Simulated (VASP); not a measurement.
# BAs (Pmmm) in VASP: settings compared

BAs is run at these levels: PBEsol+D3(BJ), PBEsol+D4, RPBE+D3(BJ), PBE; tasks: relaxation of cell and atoms, single point.

Program: VASP 6.6.1. These are calculated values, not measurements. Logs are shortened: lines on timing, memory, paths and dates and some standing lists are left out, and cuts for length are marked.

**1. The cell of the first run**

It takes space group Pmmm (No. 47, orthorhombic). The conventional cell has a = 2.128 Å, b = 3.174 Å, c = 4.951 Å, α = 90.00°, β = 90.00°, γ = 90.00°. B (site symmetry mmm) has 2 B at 2.13 Å and 4 As at 2.69 Å within 2.8 Å. As (site symmetry mmm) has 2 As at 2.13 Å and 4 B at 2.69 Å within 2.8 Å.

**2. Relaxation of cell and atoms, PBEsol+D3(BJ)**

File INCAR:

```
SYSTEM = BAs
PREC = Accurate
ENCUT = 600
EDIFF = 1E-6
ISMEAR = -1
SIGMA = 0.05
LREAL = .False.
LASPH = .True.
NELM = 100
ALGO = Normal
ISIF = 3
LWAVE = .False.
LCHARG = .False.
GGA = PS
IVDW = 12
IBRION = 2
NSW = 60
EDIFFG = -0.01
```

File KPOINTS:

```
Automatic mesh
0
Gamma
  12 8 6
  0 0 0
```

File POSCAR:

```
BAs
1.0
    2.1275493300      0.0000000000      0.0000000000
    0.0000000000      3.1740629400      0.0000000000
    0.0000000000      0.0000000000      4.9509801800
B As
1 1
Direct
    0.0000000000      0.5000000000      0.0000000000
    0.5000000000      0.5000000000      0.5000000000
```

Potentials or basis: VASP PAW PBE potentials, release 64 (B, As).

Launch:

```console
$ cat potpaw_PBE.64/B/POTCAR potpaw_PBE.64/As/POTCAR > POTCAR
$ mpirun -np 1 vasp_std > vasp.out
```

OUTCAR:

```text
SYSTEM = BAs
   PREC = Accurate
   ENCUT = 600
   EDIFF = 1E-6
   ISMEAR = -1
   LREAL = .False.
   LASPH = .True.
   NELM = 100
   ISIF = 3
   GGA = PS
   IVDW = 12
   IBRION = 2
   NSW = 60
   EDIFFG = -0.01
 IVDW          = 12

 ion  position               nearest neighbor table
   1  0.000  0.500  0.000-
   2  0.500  0.500  0.500-

  LATTYP: Found a simple orthorhombic cell.
 ALAT       =     2.1275493300
 B/A-ratio  =     1.4918868838
 C/A-ratio  =     2.3270812621

  Lattice vectors:

 A1 = (   2.1275493300,   0.0000000000,   0.0000000000)
 A2 = (   0.0000000000,   3.1740629400,   0.0000000000)
 A3 = (   0.0000000000,   0.0000000000,   4.9509801800)

Analysis of symmetry for initial positions (statically):
=====================================================================
 Subroutine PRICEL returns:
 Original cell was already a primitive cell.

 Routine SETGRP: Setting up the symmetry group for a
 simple orthorhombic supercell.

 Subroutine GETGRP returns: Found  8 space group operations
 (whereof  8 operations were pure point group operations)
 out of a pool of  8 trial point group operations.

The static configuration has the point symmetry D_2h.

Analysis of symmetry for dynamics (positions and initial velocities):
=====================================================================
 Subroutine PRICEL returns:
 Original cell was already a primitive cell.

 Routine SETGRP: Setting up the symmetry group for a
 simple orthorhombic supercell.

 Subroutine GETGRP returns: Found  8 space group operations
 (whereof  8 operations were pure point group operations)
 out of a pool of  8 trial point group operations.

The dynamic configuration has the point symmetry D_2h.

 Subroutine INISYM returns: Found  8 space group operations
 (whereof  8 operations are pure point group operations),
 and found     1 'primitive' translations

----------------------------------------------------------------------------------------

                                     Primitive cell

  volume of cell :      33.4338

  direct lattice vectors                    reciprocal lattice vectors
     2.127549330  0.000000000  0.000000000     0.470024354  0.000000000  0.000000000
     0.000000000  3.174062940  0.000000000     0.000000000  0.315053614  0.000000000
     0.000000000  0.000000000  4.950980180     0.000000000  0.000000000  0.201980207

  length of vectors
     2.127549330  3.174062940  4.950980180     0.470024354  0.315053614  0.201980207

  position of ions in fractional coordinates (direct lattice)
     0.000000000  0.500000000  0.000000000
     0.500000000  0.500000000  0.500000000

  ion indices of the primitive-cell ions
   primitive index   ion index
                 1           1
                 2           2

----------------------------------------------------------------------------------------

 KPOINTS: Automatic mesh

Automatic generation of k-mesh.
 Grid dimensions read from file:
 generate k-points for:   12    8    6

 Generating k-lattice:

  Cartesian coordinates                     Fractional coordinates (reciprocal lattice)
     0.039168696  0.000000000  0.000000000     0.083333333  0.000000000  0.000000000
     0.000000000  0.039381702  0.000000000     0.000000000  0.125000000  0.000000000
     0.000000000  0.000000000  0.033663368     0.000000000  0.000000000  0.166666667

  Length of vectors
     0.039168696  0.039381702  0.033663368

  Shift w.r.t. Gamma in fractional coordinates (k-lattice)
     0.000000000  0.000000000  0.000000000

 Subroutine IBZKPT returns following result:
 ===========================================

 Found    140 irreducible k-points:

 Following reciprocal coordinates:
            Coordinates               Weight
  0.000000  0.000000  0.000000      1.000000
  0.083333  0.000000  0.000000      2.000000
  0.166667  0.000000  0.000000      2.000000
  0.250000  0.000000  0.000000      2.000000
  0.333333  0.000000  0.000000      2.000000
  0.416667  0.000000  0.000000      2.000000
[... 16 lines left out ...]
  0.083333  0.375000  0.000000      4.000000
  0.166667  0.375000  0.000000      4.000000
 [... further k-points ...]
   k-points           NKPTS =    140   k-points in BZ     NKDIM =    140   number of bands    NBANDS=      8
   number of dos      NEDOS =    301   number of ions     NIONS =      2
   total plane-waves  NPLWV =  20160
   dimension x,y,z NGX =    18 NGY =   28 NGZ =   40
   dimension x,y,z NGXF=    36 NGYF=   56 NGZF=   80
   ions per type =               1   1
   NGX,Y,Z   is equivalent  to a cutoff of  14.07, 14.67, 13.43 a.u.
   NGXF,Y,Z  is equivalent  to a cutoff of  28.13, 29.33, 26.86 a.u.
 SYSTEM =  BAs
   PREC   = accura    normal or accurate (medium, high low for compatibility)
   ISTART =      0    job   : 0-new  1-cont  2-samecut
   ICHARG =      2    charge: 1-file 2-atom 10-const
   ISPIN  =      1    spin polarized calculation?
   LNONCOLLINEAR =      F non collinear calculations
   LSORBIT =      F    spin-orbit coupling
   LASPH  =      T    aspherical Exc in radial PAW
   ENCUT  =  600.0 eV  44.10 Ry    6.64 a.u.   4.25  6.34  9.89*2*pi/ulx,y,z
   NELM   =    100;   NELMIN=  2; NELMDL= -5     # of ELM steps
   EDIFF  = 0.1E-05   stopping-criterion for ELM
   LREAL  =      F    real-space projection
   EDIFFG = -.1E-01   stopping-criterion for IOM
   NSW    =     60    number of steps for IOM
   IBRION =      2    ionic relax: 0-MD 1-quasi-New 2-CG
   NFREE  =      1    steps in history (QN), initial steepest desc. (CG)
   ISIF   =      3    stress and relaxation
   ISYM   =      2    0-nonsym 1-usesym 2-fastsym
   POTIM  = 0.5000    time-step for ionic-motion
   TEBEG  =    0.0;   TEEND  =   0.0 temperature during run
   PSTRESS=    0.0 pullay stress
   NELECT =       8.0000    total number of electrons
   NUPDOWN=      -1.0000    fix difference up-down
   EMIN   =  10.00;   EMAX   =-10.00  energy-range for DOS
   EFERMI =   0.00;   METHOD = LEGACY
   ISMEAR =    -1;   SIGMA  =   0.05  broadening in eV -4-tet -1-fermi 0-gaus
   EFERMI_NEDOS =   21; number of points for ismear=-14 and -15
   IALGO  =     38    algorithm
   IMIX   =      4    mixing-type and parameters
     AMIX     =   0.40;   BMIX     =  1.00
     AMIX_MAG =   1.60;   BMIX_MAG =  1.00
  volume/ion in A,a.u.               =      16.72       112.81
  Fermi-wavevector in a.u.,A,eV,Ry     =   1.016349  1.920620 14.054336  1.032965
  Thomas-Fermi vector in A             =   2.149687
   LORBIT       =      0    0 simple, 1 ext, 2 COOP (PROOUT), +10 PAW based schemes
   GGA     = PS    functional components
   LHFCALC =     F    Hartree Fock is set to
   AEXX    =    0.0000 exact exchange contribution
   IVDW    =    12    specifies the selected vdW correction
   LEPSILON=     F    determine dielectric tensor
   LRPA    =     F    only Hartree local field effects (RPA)
 conjugate gradient relaxation of ions
 non-spin polarized calculation
  energy-cutoff  :      600.00
  volume of cell :       33.43
 maximum number of plane-waves:      1143
 NGX is ok and might be reduce to    18
   NGX =  9   NGY = 13   NGZ = 19

--------------------------------------- Ionic step        1  -------------------------------------------

 number of electron       8.0000000 magnetization

 Free energy of the ion-electron system (eV)
  ---------------------------------------------------
  ext. energy  EPLUGINS =         0.00000000
  ---------------------------------------------------
  free energy    TOTEN  =        -7.84710490 eV

  energy without entropy =       -7.83567656  energy(sigma->0) =       -7.84139073

------------------------ aborting loop because EDIFF is reached ----------------------------------------

 Edisp (eV)   -0.54260

 E8    (eV) :    -0.3310
[... 105 lines left out ...]
  FREE ENERGIE OF THE ION-ELECTRON SYSTEM (eV)
  ---------------------------------------------------
  free  energy   TOTEN  =        -9.0870721950 eV

  energy  without entropy=       -9.0782235435  energy(sigma->0) =       -9.08264787

 E-fermi :   4.2593     XC(G=0): -10.1820

 val. band max:        4.2171999466   @ k =   0.0833   0.3750   0.1667
 cond. band min:       4.2627994385   @ k =   0.4167   0.5000   0.3333
 fundamental gap:      0.0455994920
 Fermi energy:         4.2592824709

 k-point     1 :       0.0000    0.0000    0.0000
  band No.  band energies     occupation
      1     -10.0763      2.00000
      2      -1.7533      2.00000
      3      -1.3768      2.00000
      4       6.3060      0.00000
      5       8.9888      0.00000
      6       9.9080      0.00000
      7      11.8486      0.00000
      8      12.2121      0.00000
[... 243 lines left out ...]
 k-point    24 :       0.1667    0.3750    0.0000
  band No.  band energies     occupation
      1      -7.7555      2.00000
      2      -0.4700      2.00000
      3       0.4198      2.00000
      4       0.5869      2.00000
      5       5.0341      0.00000
      6       6.5526      0.00000
      7      10.2314      0.00000
      8      10.8578      0.00000

 [... further k-points ...]

 E-fermi :  11.4109     XC(G=0): -12.7912

 val. band max:       11.3843463794   @ k =   0.5000   0.1250   0.0000
 cond. band min:      11.4239414093   @ k =   0.2500   0.3750   0.5000
 fundamental gap:      0.0395950298
 Fermi energy:        11.4108838560

 k-point     1 :       0.0000    0.0000    0.0000
  band No.  band energies     occupation
      1      -8.8462      2.00000
      2       4.0187      2.00000
      3       6.5413      2.00000
      4       6.6110      2.00000
      5      13.5465      0.00000
      6      18.2137      0.00000
      7      18.9882      0.00000
      8      24.4994      0.00000
[... 243 lines left out ...]
 k-point    24 :       0.1667    0.3750    0.0000
  band No.  band energies     occupation
      1      -3.1875      2.00000
      2       6.0910      2.00000
      3       6.5953      2.00000
      4      10.9403      1.99984
      5      12.0367      0.00001
      6      19.1868      0.00000
      7      19.6090      0.00000
      8      20.5915      0.00000

 [... further k-points ...]

[... ionic steps 4 to 17 ...]

--------------------------------------- Ionic step       18  -------------------------------------------

 number of electron       7.9999998 magnetization

------------------------ aborting loop because EDIFF is reached ----------------------------------------
[... 75 lines left out ...]
--------------------------------------- Ionic step       20  -------------------------------------------

 number of electron       7.9999998 magnetization

 Free energy of the ion-electron system (eV)
  ---------------------------------------------------
  ext. energy  EPLUGINS =         0.00000000
  ---------------------------------------------------
  free energy    TOTEN  =       -10.18539177 eV

  energy without entropy =      -10.17970090  energy(sigma->0) =      -10.18254634

 E-fermi :   7.3428     XC(G=0): -11.4710

 val. band max:        7.3382275072   @ k =   0.4167   0.3750   0.5000
 cond. band min:       7.3684980549   @ k =   0.1667   0.3750   0.3333
 fundamental gap:      0.0302705477
 Fermi energy:         7.3427731005

 k-point     1 :       0.0000    0.0000    0.0000
  band No.  band energies     occupation
      1      -9.0391      2.00000
      2       4.0122      2.00000
      3       4.1349      2.00000
      4       5.9171      2.00000
      5      10.8739      0.00000
      6      11.4668      0.00000
      7      16.6903      0.00000
      8      16.7271      0.00000
[... 243 lines left out ...]
 k-point    24 :       0.1667    0.3750    0.0000
  band No.  band energies     occupation
      1      -5.8899      2.00000
      2       1.0776      2.00000
      3       3.6714      2.00000
      4       6.3237      2.00000
      5       8.4772      0.00000
      6      12.0450      0.00000
      7      15.7789      0.00000
      8      16.0040      0.00000

 [... further k-points ...]

------------------------ aborting loop because EDIFF is reached ----------------------------------------

 Edisp (eV)   -0.60984

 E8    (eV) :    -0.3755
[... 25 lines left out ...]
  FREE ENERGIE OF THE ION-ELECTRON SYSTEM (eV)
  ---------------------------------------------------
  free  energy   TOTEN  =       -10.7952323385 eV

  energy  without entropy=      -10.7895414769  energy(sigma->0) =      -10.79238691

 reached required accuracy - stopping structural energy minimisation
```

Run time: 9.5 min. Hardware: 1 thread of AMD EPYC 7R13, shared host; peak memory 0.19 GiB.

Results:

```yaml
Free_energy: -10.7952 eV
Relaxed_volume: 12.27 Å³/atom
Relaxed_cell: a = 3.100 Å, b = 2.539 Å, c = 3.116 Å, α = 90.00°, β = 90.00°, γ = 90.00°
Space_group_after_relaxing_to_0.05_Å: P4/mmm (No. 123)
Energy_gained_by_relaxing: 1202.8 meV/atom
Ionic_steps: 20
Pressure_after_relaxing: 0.0 GPa
Band_gap_on_the_k_mesh: zero (band 4 reaches 9.68 eV, above the bottom of band 5 at 4.38 eV)
Dispersion_energy_per_atom: -0.305 eV
```

Stress tensor (GPa, compression positive):
```
 0.03  0.00  0.00
 0.00 -0.06  0.00
 0.00  0.00 -0.03
```

Step by step:
```
step  energy change (eV)  largest force (eV/Å)  pressure (GPa)  volume (Å³)
   1              0.0000                0.0000            1.50        33.43
   2             -0.6245                0.0000          -10.73        33.84
   3             -0.6974                0.0000          -12.30        33.84
   4             -0.8756                0.0000          -15.45        33.73
   5             -1.1388                0.0000          -18.22        33.14
   6             -1.6694                0.0000          -15.02        28.86
   7              0.1718                0.0000           99.03        18.25
   8             -1.8828                0.0000          -10.22        26.91
   9             -1.8007                0.0000           18.66        22.57
  10             -1.9770                0.0000           -0.31        25.25
  11             -1.9791                0.0000            0.80        24.99
  12             -2.2083                0.0000            5.60        23.58
  13             -2.2514                0.0000           11.53        22.77
  14             -2.3808                0.0000            2.03        24.18
  15             -2.3810                0.0000            1.73        24.25
  16             -2.4051                0.0000           -0.26        24.56
  17             -2.4054                0.0000           -0.42        24.59
  18             -2.4054                0.0000           -0.46        24.60
  19             -2.4055                0.0000            0.12        24.51
  20             -2.4055                0.0000           -0.02        24.53
```

Final structure:
```
B As
1.0
     3.10020    0.00000    0.00000
     0.00000    2.53932    0.00000
     0.00000    0.00000    3.11630
B As
1 1
Direct
  0.00000 0.50000 0.00000
  0.50000 0.50000 0.50000
```

Caveat: the volume moved by over 15 % at a fixed basis, so the end points are rough; the PAW data sets were made with another functional, which shifts forces and pressure a little.

**3. Relaxation of cell and atoms, PBEsol+D4**

File INCAR:

```
SYSTEM = BAs
  PREC = Accurate
  ENCUT = 600
  EDIFF = 1E-6
  ISMEAR = -1
  SIGMA = 0.05
  LREAL = .FALSE.
  LASPH = .TRUE.
  NELM = 60
  ALGO = Normal
  ISIF = 3
  LWAVE = .FALSE.
  LCHARG = .FALSE.
  GGA = PS
  IVDW = 13
  IBRION = 2
  NSW = 60
  EDIFFG = -0.01
```

File KPOINTS:

```
regular mesh
0
G
  12 8 6
  0 0 0
```

POSCAR is that of step 2.

Potentials or basis: VASP PAW PBE potentials, release 64 (B, As).

Launch:

```console
$ cat potpaw_PBE.64/B/POTCAR potpaw_PBE.64/As/POTCAR > POTCAR
$ mpirun -np 1 vasp_std > vasp.out
```

Run time: 10 min. Hardware: 1 thread of AMD EPYC 7R13, shared host; peak memory 0.18 GiB.

It converged, with:

- Free energy: -10.6644 eV
- Relaxed volume: 12.39 Å³/atom
- Relaxed cell: a = 3.111 Å, b = 2.548 Å, c = 3.127 Å, α = 90.00°, β = 90.00°, γ = 90.00°
- Space group after relaxing (to 0.05 Å): P4/mmm (No. 123)
- Energy gained by relaxing: 1206.2 meV/atom
- Ionic steps: 19
- Pressure after relaxing: 0.1 GPa
- Band gap on the k mesh: zero (band 4 reaches 9.53 eV, above the bottom of band 5 at 4.24 eV)
- Dispersion energy per atom: -0.237 eV

Stress tensor (GPa, compression positive):
```
0.09 0.00 0.00
0.00 0.10 0.00
0.00 0.00 0.01
```

Step by step:
| step | energy change (eV) | largest force (eV/Å) | pressure (GPa) | volume (Å³) |
| --- | --- | --- | --- | --- |
| 1 | 0.0000 | 0.0000 | 1.34 | 33.43 |
| 2 | -0.6313 | 0.0000 | -9.36 | 33.76 |
| 3 | -0.6949 | 0.0000 | -11.19 | 33.75 |
| 4 | -0.8580 | 0.0000 | -14.51 | 33.63 |
| 5 | -1.1327 | 0.0000 | -17.57 | 33.09 |
| 6 | -1.7012 | 0.0000 | -13.92 | 28.75 |
| 7 | -1.9084 | 0.0000 | 18.50 | 22.43 |
| 8 | -2.0243 | 0.0000 | -3.85 | 25.51 |
| 9 | -2.0575 | 0.0000 | 1.32 | 24.58 |
| 10 | -2.0596 | 0.0000 | 3.58 | 24.28 |
| 11 | -2.2097 | 0.0000 | 14.00 | 22.67 |
| 12 | -2.2106 | 0.0000 | 13.17 | 22.78 |
| 13 | -2.3888 | 0.0000 | 2.33 | 24.36 |
| 14 | -2.3894 | 0.0000 | 1.74 | 24.49 |
| 15 | -2.4117 | 0.0000 | -0.01 | 24.77 |
| 16 | -2.4122 | 0.0000 | -0.21 | 24.81 |
| 17 | -2.4122 | 0.0000 | -0.25 | 24.82 |
| 18 | -2.4123 | 0.0000 | 0.13 | 24.78 |
| 19 | -2.4123 | 0.0000 | 0.06 | 24.79 |

Final structure:
```yaml
crystal:
  lattice:
    - [3.11072, 0.00000, 0.00000]
    - [0.00000, 2.54803, 0.00000]
    - [0.00000, 0.00000, 3.12703]
  atoms:
    - { symbol: B, position: [0.00000, 0.50000, 0.00000] }
    - { symbol: As, position: [0.50000, 0.50000, 0.50000] }
```

Levels at points of the mesh, in eV from the Fermi level:
```
           k point  band 1  band 2  band 3  band 4  band 5  band 6  band 7  band 8
(0.00, 0.00, 0.00)  -16.28   -3.30   -3.18   -1.48    3.50    4.15    9.26    9.30
(0.50, 0.00, 0.00)  -14.02  -10.74    0.57    0.62    2.43    4.35    6.05    7.32
(0.00, 0.50, 0.00)  -12.44   -8.34   -1.01   -0.89    1.81    3.51    7.75    9.18
(0.50, 0.50, 0.00)  -10.16   -7.38   -5.82   -3.38    2.40    3.44    6.05    8.18
(0.00, 0.00, 0.50)  -14.06  -10.77    0.66    0.70    2.52    4.49    6.03    7.29
(0.50, 0.00, 0.50)  -11.76   -8.03   -8.02   -6.66    6.76    8.57   11.93   12.00
(0.00, 0.50, 0.50)  -10.21   -7.40   -5.86   -3.41    2.46    3.53    6.15    8.32
(0.50, 0.50, 0.50)   -7.35   -5.34   -5.33   -4.44   -2.98   -1.59    3.25    3.27
```

Caveat: the volume moved by over 15 % at a fixed basis, so the end points are rough; the PAW data sets were made with another functional, which shifts forces and pressure a little.

(Continued in part 2 of 2.)
